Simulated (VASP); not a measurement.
SnC4:

```
Sn C
1.0
     4.93000    0.00000    0.00000
    -2.46500    4.26951    0.00000
     0.00000    0.00000    7.50000
Sn C
2 8
Direct
  0.33333 0.66667 0.56000
  0.66667 0.33333 0.44000
  0.33333 0.66667 0.00000
  0.16667 0.33333 0.00000
  0.66667 0.83333 0.00000
  0.16667 0.83333 0.00000
  0.66667 0.33333 0.00000
  0.83333 0.16667 0.00000
  0.83333 0.66667 0.00000
  0.33333 0.16667 0.00000
```

| Property | Result |
| --- | --- |
| Program | VASP 6.6.1 |
| Task | relaxation of cell and atoms |
| Functional | PBE |
| Potentials or basis | VASP PAW PBE potentials, release 64 (Sn_d, C) |
| Cutoff | 600 eV |
| k mesh | 4 × 4 × 2 |
| Occupations | gaussian, width 0.2 eV |
| Spin | no spin polarisation |

At the start: pressure -0.3 GPa; volume 15.79 Å³/atom.

**Question.** Where does the relaxation end?

**Answer.** Over 22 steps the energy falls by 20.1 meV/atom and the volume is 18.34 Å³/atom (+16.2 %); space group P-3m1 (No. 164, to 0.1 Å) before and after.

Step by step:
```
step  energy change (eV)  largest force (eV/Å)  pressure (GPa)  volume (Å³)
   1              0.0000                0.5875           -0.27       157.86
   2             -0.0306                0.4784            2.21       157.25
   3             -0.0315                0.4522            1.84       157.33
   4             -0.0569                0.3822            1.87       158.13
   5             -0.1071                0.1957            1.98       160.51
   6             -0.0950                1.0736            2.31       165.27
   7             -0.1203                0.5579            2.12       162.53
   8             -0.1440                0.3239            1.21       164.37
   9             -0.1551                0.1124            0.07       166.81
  10             -0.1574                0.1161            0.14       167.01
  11             -0.1629                0.1273            0.33       167.62
  12             -0.1664                0.2373            0.72       168.85
  13             -0.1682                0.2149            0.69       169.15
  14             -0.1723                0.1776            0.53       170.07
  15             -0.1754                0.2690            0.25       171.92
  16             -0.1794                0.1913            0.12       172.66
  17             -0.1840                0.2278           -0.24       174.76
  18             -0.1872                0.2403           -0.02       175.25
  19             -0.1904                0.2790            0.63       176.69
  20             -0.1929                0.2456            0.58       177.37
  21             -0.1985                0.1442            0.41       179.39
  22             -0.2010                0.0641            0.07       183.44
```

Final structure:
```xyz
10
Lattice="4.9198 0.0000 0.0000 -2.4599 4.2607 0.0000 0.0000 0.0000 8.7515" Properties=species:S:1:pos:R:3 pbc="T T T"
Sn    0.0000    2.8404    4.7307
Sn    2.4599    1.4202    4.0208
C     0.0000    2.8404    0.0095
C     0.0000    1.4198    0.0045
C     1.2303    3.5507    0.0045
C    -1.2303    3.5507    0.0045
C     2.4599    1.4202    8.7419
C     3.6902    0.7099    8.7470
C     2.4599    2.8408    8.7470
C     1.2296    0.7099    8.7470
```

Caveat: the k points lie up to 0.37 Å⁻¹ apart in the final cell; the volume moved by over 15 % at a fixed basis, so the end points are rough; the relaxation stopped at a loose force limit of 0.08 eV/Å, so its end isn't a converged minimum.
